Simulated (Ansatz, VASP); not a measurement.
## Two plane-wave programs on BN

Contents of INCAR:

```
SYSTEM = BN
PREC     = Accurate       ! precision mode
ENCUT    = 520            ! plane-wave cutoff, eV
EDIFF    = 1E-6           ! SCF threshold, eV
ISMEAR   = 0              ! smearing method
SIGMA    = 0.05           ! smearing width, eV
LREAL    = .False.        ! projectors in reciprocal space
LASPH    = .True.         ! aspherical terms in the spheres
NELM     = 100            ! most SCF steps
ALGO     = Normal         ! electronic algorithm
ISIF     = 2              ! what is computed and relaxed
LWAVE    = .False.        ! write WAVECAR
LCHARG   = .False.        ! write CHGCAR
GGA      = PS             ! functional
NBANDS   = 26             ! bands
```

KPOINTS

```
Automatic mesh
0
Gamma
  6 6 10
  0 0 0
```

POSCAR

```
BN
1.0
    4.3982250342      0.0000000000      0.0000000000
    0.0000000000      4.3982250342      0.0000000000
    0.0000000000      0.0000000000      2.6903000000
B N
4 4
Direct
    0.1741337327      0.8258662673      0.5000000000
    0.3258662673      0.3258662673      0.0000000000
    0.6741337327      0.6741337327      0.0000000000
    0.8258662673      0.1741337327      0.5000000000
    0.8123909516      0.8123909516      0.5000000000
    0.3123909516      0.6876090484      0.0000000000
    0.6876090484      0.3123909516      0.0000000000
    0.1876090484      0.1876090484      0.5000000000
```

Input for Ansatz:

```yaml
crystal:
  lattice:
    - [4.3982250342, 0.0, 0.0]
    - [0.0, 4.3982250342, 0.0]
    - [0.0, 0.0, 2.6903]
  atoms:
    - { symbol: B, position: [0.1741337327, 0.8258662673, 0.5] }
    - { symbol: B, position: [0.3258662673, 0.3258662673, 0.0] }
    - { symbol: B, position: [0.6741337327, 0.6741337327, 0.0] }
    - { symbol: B, position: [0.8258662673, 0.1741337327, 0.5] }
    - { symbol: "N", position: [0.8123909516, 0.8123909516, 0.5] }
    - { symbol: "N", position: [0.3123909516, 0.6876090484, 0.0] }
    - { symbol: "N", position: [0.6876090484, 0.3123909516, 0.0] }
    - { symbol: "N", position: [0.1876090484, 0.1876090484, 0.5] }
basis:
  ecutwfc: 520.0
kpoints:
  mp_grid: { grid: [6, 6, 10] }
hamiltonian:
  xc: pbesol
  pseudopotentials: { kind: paw, azcp: { folder: soft_1 } }
scf:
  occupations: { method: gaussian, width: 0.05 }
output:
  forces: true
  stress: true
  eigenvalues: true
  write_density: true
  write_potential: true
  elf: true
  volumetric_format: npy
```

Alike in both runs: task single point; functional PBEsol; k mesh 6 × 6 × 10; occupations gaussian, width 0.05 eV; no spin polarisation.

|  | VASP | Ansatz |
| --- | --- | --- |
| version | VASP 6.6.1 | Ansatz 0.2.0 |
| potentials or method | VASP PAW PBE potentials, release 64 (B, N), cutoff 520 eV | scalar-relativistic, plane waves, PAW |
| valence electrons in the cell | 32 | 32 |

VASP gave:

| Quantity | Value |
| --- | --- |
| gap on the k mesh at the Fermi level (eV) | 4.56 |
| least direct gap on the mesh (eV) | 5.24 |
| pressure (GPa) | -19.0 |
| traceless stress, the component that is largest in VASP (GPa) | -29.47 |
| rms of the force components (eV/Å) | 0.145 |

Question: What did Ansatz give for the same quantities?

Answer: gap on the k mesh at the Fermi level (eV): 4.57; least direct gap on the mesh (eV): 5.24; pressure (GPa): -19.5; traceless stress, the component that is largest in VASP (GPa): -29.31; rms of the force components (eV/Å): 0.134.

VASP's potentials were made for PBE, not for PBEsol, and Ansatz warns of the same on its side. Atom by atom the forces differ by 0.012 eV/Å (rms over components). With one functional, cell and mesh, what is left measures potentials, basis and numerics.
